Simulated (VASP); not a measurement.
# Ta in VASP: single point with LDA

Aim: the single point of Ta with LDA.

Program: VASP 6.6.1. These are calculated values, not measurements. Logs are shortened: lines on timing, memory, paths and dates and some standing lists are left out, and cuts for length are marked.

## (1) The cell of the first run

The cell holds a wire or tube with vacuum around it, 4 atoms: a = 22.723 Å, b = 22.723 Å, c = 2.379 Å, α = 92.83°, β = 92.83°, γ = 92.83°.

## (2) Single point, LDA

Input file INCAR:

```
ALGO = Normal
EDIFF = 1E-7
ENCUT = 520
GGA = CA
ISIF = 2
ISMEAR = -1
LASPH = T
LCHARG = F
LREAL = F
LWAVE = F
NBANDS = 30
NELM = 60
PREC = Accurate
SIGMA = 0.01
```

Input file KPOINTS:

```
k-points
0
Gamma
  2 2 14
```

Input file POSCAR:

```
Ta
1.0
   22.7091110000     -0.5677277750     -0.5677277750
   -0.5677277750     22.7091110000     -0.5677277750
   -0.0594320000     -0.0594320000      2.3772800000
Ta
4
Direct
    0.3186290000      0.8186290000      0.0000000000
    0.6813710000      0.1813710000      0.0000000000
    0.1813710000      0.3186290000      0.0000000000
    0.8186290000      0.6813710000      0.0000000000
```

Potentials or basis: VASP PAW LDA potentials, release 64 (Ta_pv).

On the command line:

```sh
$ cat potpaw_LDA.64/Ta_pv/POTCAR > POTCAR
$ mpirun -np 1 vasp_std > vasp.out
```

OUTCAR:

```text
EDIFF = 1E-7
   ENCUT = 520
   GGA = CA
   ISIF = 2
   ISMEAR = -1
   LASPH = T
   LREAL = F
   NELM = 60
   PREC = Accurate

 ion  position               nearest neighbor table
   1  0.319  0.819  0.000-
   2  0.681  0.181  0.000-
   3  0.181  0.319  0.000-
   4  0.819  0.681  0.000-

  LATTYP: Found a base centered monoclinic cell.
 ALAT       =    31.3541165248
 B/A-ratio  =     1.0498915209
 C/A-ratio  =     0.0758677201
 COS(beta)  =    -0.0802576027

  Lattice vectors:

 A1 = ( -22.6496790000,   0.6271597750,  -1.8095522250)
 A2 = (   0.6271597750, -22.6496790000,  -1.8095522250)
 A3 = (  -0.0594320000,  -0.0594320000,   2.3772800000)

Analysis of symmetry for initial positions (statically):
=====================================================================
 Subroutine PRICEL returns:
 Original cell was already a primitive cell.

 Routine SETGRP: Setting up the symmetry group for a
 base centered monoclinic supercell.

 Subroutine GETGRP returns: Found  4 space group operations
 (whereof  2 operations were pure point group operations)
 out of a pool of  4 trial point group operations.

The static configuration has the point symmetry S_2 .
 The point group associated with its full space group is C_2h.

Analysis of symmetry for dynamics (positions and initial velocities):
=====================================================================
 Subroutine PRICEL returns:
 Original cell was already a primitive cell.

 Routine SETGRP: Setting up the symmetry group for a
 base centered monoclinic supercell.

 Subroutine GETGRP returns: Found  4 space group operations
 (whereof  2 operations were pure point group operations)
 out of a pool of  4 trial point group operations.

The dynamic configuration has the point symmetry S_2 .
 The point group associated with its full space group is C_2h.

 Subroutine INISYM returns: Found  4 space group operations
 (whereof  2 operations are pure point group operations),
 and found     1 'primitive' translations

----------------------------------------------------------------------------------------

                                     Primitive cell

[... 86 lines left out ...]
   ICHARG =      2    charge: 1-file 2-atom 10-const
   ISPIN  =      1    spin polarized calculation?
   LNONCOLLINEAR =      F non collinear calculations
   LSORBIT =      F    spin-orbit coupling
   LASPH  =      T    aspherical Exc in radial PAW
   ENCUT  =  520.0 eV  38.22 Ry    6.18 a.u.  42.25 42.25  4.42*2*pi/ulx,y,z
   NELM   =     60;   NELMIN=  2; NELMDL= -5     # of ELM steps
   EDIFF  = 0.1E-06   stopping-criterion for ELM
   LREAL  =      F    real-space projection
   EDIFFG = 0.1E-05   stopping-criterion for IOM
   NSW    =      0    number of steps for IOM
   IBRION =     -1    ionic relax: 0-MD 1-quasi-New 2-CG
   NFREE  =      0    steps in history (QN), initial steepest desc. (CG)
   ISIF   =      2    stress and relaxation
   ISYM   =      2    0-nonsym 1-usesym 2-fastsym
   POTIM  = 0.5000    time-step for ionic-motion
   TEBEG  =    0.0;   TEEND  =   0.0 temperature during run
   PSTRESS=    0.0 pullay stress
   NELECT =      44.0000    total number of electrons
   NUPDOWN=      -1.0000    fix difference up-down
   EMIN   =  10.00;   EMAX   =-10.00  energy-range for DOS
   EFERMI =   0.00;   METHOD = LEGACY
   ISMEAR =    -1;   SIGMA  =   0.01  broadening in eV -4-tet -1-fermi 0-gaus
   EFERMI_NEDOS =   21; number of points for ismear=-14 and -15
   IALGO  =     38    algorithm
   IMIX   =      4    mixing-type and parameters
     AMIX     =   0.40;   BMIX     =  1.00
     AMIX_MAG =   1.60;   BMIX_MAG =  1.00
  volume/ion in A,a.u.               =     305.91      2064.37
  Fermi-wavevector in a.u.,A,eV,Ry     =   0.540350  1.021113  3.972602  0.291978
  Thomas-Fermi vector in A             =   1.567442
   LORBIT       =      0    0 simple, 1 ext, 2 COOP (PROOUT), +10 PAW based schemes
   GGA     = CA    functional components
   LHFCALC =     F    Hartree Fock is set to
   AEXX    =    0.0000 exact exchange contribution
   IVDW    =     0    specifies the selected vdW correction
   LEPSILON=     F    determine dielectric tensor
   LRPA    =     F    only Hartree local field effects (RPA)
 non-spin polarized calculation
  energy-cutoff  :      520.00
  volume of cell :     1223.64
 maximum number of plane-waves:     33170
 NGX is ok and might be reduce to   180
   NGX = 85   NGY = 85   NGZ =  9

 number of electron      43.9999997 magnetization

 Free energy of the ion-electron system (eV)
  ---------------------------------------------------
  ext. energy  EPLUGINS =         0.00000000
  ---------------------------------------------------
  free energy    TOTEN  =       -28.88201362 eV

  energy without entropy =      -28.86916044  energy(sigma->0) =      -28.87558703

 E-fermi :  -3.6664     XC(G=0):  -1.9318

 val. band max:       -3.9276982820   @ k =   0.5000   0.5000   0.0714
 cond. band min:      -3.6555478675   @ k =   0.5000  -0.0000   0.1429
 fundamental gap:      0.2721504145
 Fermi energy:        -3.6664032096

 k-point     1 :       0.0000    0.0000    0.0000
  band No.  band energies     occupation
      1     -38.3797      2.00000
      2     -38.3796      2.00000
      3     -38.3796      2.00000
      4     -38.3796      2.00000
      5     -38.3796      2.00000
      6     -38.3796      2.00000
[... 781 lines left out ...]
     29      -1.5541      0.00000
     30      -1.5541      0.00000

------------------------ aborting loop because EDIFF is reached ----------------------------------------

  FORCE on cell =-STRESS in cart. coord.  units (eV):
  Direction    XX          YY          ZZ          XY          YZ          ZX
  --------------------------------------------------------------------------------------
  -------------------------------------------------------------------------------------
  Total       -0.0249054     -0.0249054     -6.1986772     -0.0038415      0.1543514      0.1543501
  in kB       -0.0326101     -0.0326101     -8.1162920     -0.0050299      0.2021014      0.2020996
  external PRESSURE =      -2.7271707 kB  Pullay stress =       0.0000000 kB

 VOLUME and BASIS-vectors are now :
 -----------------------------------------------------------------------------
  energy-cutoff  :      520.00
  volume of cell :     1223.64
      direct lattice vectors                 reciprocal lattice vectors
    22.709111000 -0.567727775 -0.567727775     0.044091717  0.001130557  0.001130557
    -0.567727775 22.709111000 -0.567727775     0.001130557  0.044091717  0.001130557
    -0.059432000 -0.059432000  2.377280000     0.010799713  0.010799713  0.421188794

 POSITION                                       TOTAL-FORCE (eV/Angst)
 -----------------------------------------------------------------------------------
      6.77102     18.40944     -0.64565        -0.000154     -0.000154     -0.000058
     15.37036      3.73194     -0.48980         0.000154      0.000154      0.000058
      3.93788      7.13281     -0.28386         0.000212     -0.000212      0.000000
     18.20350     15.00857     -0.85159        -0.000212      0.000212      0.000000
 -----------------------------------------------------------------------------------
    total drift:                               -0.000000      0.000000      0.000000

  FREE ENERGIE OF THE ION-ELECTRON SYSTEM (eV)
  ---------------------------------------------------
  free  energy   TOTEN  =       -28.8820136231 eV

  energy  without entropy=      -28.8691604382  energy(sigma->0) =      -28.87558703
```

OSZICAR:

```text
N       E                     dE             d eps       ncg     rms          rms(c)
DAV:   1     0.212995548006E+03    0.21300E+03   -0.20246E+04  2168   0.964E+02
DAV:   2     0.448380344646E+01   -0.20851E+03   -0.19667E+03  2014   0.197E+02
DAV:   3    -0.267806594515E+02   -0.31264E+02   -0.26494E+02  2012   0.428E+01
[... 23 lines left out ...]
DAV:  27    -0.288820125969E+02   -0.13344E-05   -0.70250E-08  1134   0.532E-04    0.233E-03
DAV:  28    -0.288820133600E+02   -0.76312E-06   -0.25207E-07  1140   0.581E-04    0.196E-03
DAV:  29    -0.288820135098E+02   -0.14976E-06   -0.15295E-08  1072   0.271E-04    0.127E-03
DAV:  30    -0.288820136130E+02   -0.10323E-06   -0.14129E-07  1068   0.448E-04    0.174E-03
DAV:  31    -0.288820136231E+02   -0.10151E-07   -0.37230E-08  1072   0.235E-04
   1 F= -.28882014E+02 E0= -.28875587E+02  d E =-.128532E-01
```

Wall time 60 min (1 thread of Oxide Virtual Turin-like, shared host); peak memory 1.1 GiB.

What came out:

| Item | Value |
| --- | --- |
| Free energy | -28.8820 eV |
| Band gap on the k mesh | zero (bands 22 and 23 overlap by 2.61 eV) |

Caveat: spin-orbit coupling is left out, which moves the levels of the heavy elements.

The gap in the log of VASP goes by the Fermi energy; the results here count the filled bands.